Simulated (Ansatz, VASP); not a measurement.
One calculation of Pd, two programs

POSCAR

```
Pd
1.0
    0.0000000000      1.9449000000      1.9449000000
    1.9449000000      0.0000000000      1.9449000000
    1.9449000000      1.9449000000      0.0000000000
Pd
1
Direct
    0.0000000000      0.0000000000      0.0000000000
```

INCAR.step1

```
SYSTEM = Pd
PREC     = Accurate       ! precision mode
ENCUT    = 520            ! plane-wave cutoff, eV
ISMEAR   = 0              ! smearing method
SIGMA    = 0.15           ! smearing width, eV
LREAL    = .False.        ! projectors in reciprocal space
LASPH    = .True.         ! aspherical terms in the spheres
NELM     = 60             ! most SCF steps
NBANDS   = 11             ! bands
GGA      = PE             ! functional
ALGO     = Normal         ! electronic algorithm
EDIFF    = 1E-4           ! SCF threshold, eV
LWAVE    = .True.         ! write WAVECAR
LCHARG   = .False.        ! write CHGCAR
```

File INCAR.step2:

```
SYSTEM = Pd
PREC     = Accurate       ! precision mode
ENCUT    = 520            ! plane-wave cutoff, eV
EDIFF    = 1E-7           ! SCF threshold, eV
ISMEAR   = 0              ! smearing method
SIGMA    = 0.15           ! smearing width, eV
LREAL    = .False.        ! projectors in reciprocal space
LASPH    = .True.         ! aspherical terms in the spheres
NELM     = 60             ! most SCF steps
ALGO     = Normal         ! electronic algorithm
ISIF     = 2              ! what is computed and relaxed
LWAVE    = .False.        ! write WAVECAR
LCHARG   = .True.         ! write CHGCAR
METAGGA  = R2SCAN         ! meta-GGA
LMIXTAU  = .True.       
LELF     = .True.         ! ELF
LVHAR    = .True.       
NBANDS   = 11             ! bands
ISTART   = 1
```

File KPOINTS:

```
Automatic mesh
0
Gamma
  20 20 20
  0 0 0
```

Input for Ansatz:

```yaml
crystal:
  lattice:
    - [0.0, 1.9449, 1.9449]
    - [1.9449, 0.0, 1.9449]
    - [1.9449, 1.9449, 0.0]
  atoms:
    - { symbol: Pd, position: [0.0, 0.0, 0.0] }
basis:
  ecutwfc: 500
kpoints:
  mp_grid: { grid: [20, 20, 20] }
hamiltonian:
  xc: r2scan
scf:
  occupations: { method: gaussian, width: 0.15 }
output:
  forces: true
  stress: true
  eigenvalues: true
```

Alike in both runs: task single point; functional r2SCAN; k mesh 20 × 20 × 20; occupations gaussian, width 0.15 eV; no spin polarisation.

```csv
,VASP,Ansatz
version,VASP 6.6.1,Ansatz 0.2.0
potentials or method,"VASP PAW PBE potentials, release 64 (Pd), cutoff 520 eV","scalar-relativistic, plane waves, PAW"
valence electrons in the cell,10,18
```

|  | VASP | Ansatz | Ansatz less VASP |
| --- | --- | --- | --- |
| gap on the k mesh at the Fermi level (eV) | none | none | - |
| pressure (GPa) | 3.5 | 2.8 | -0.73 |

VASP's potentials were made for PBE, not for r2SCAN. A gap of «none» marks a metal or a gap that the smearing closes. VASP's potentials hold 10 valence electrons a cell and Ansatz's 18, so a difference there can come from the potentials and not from the codes.
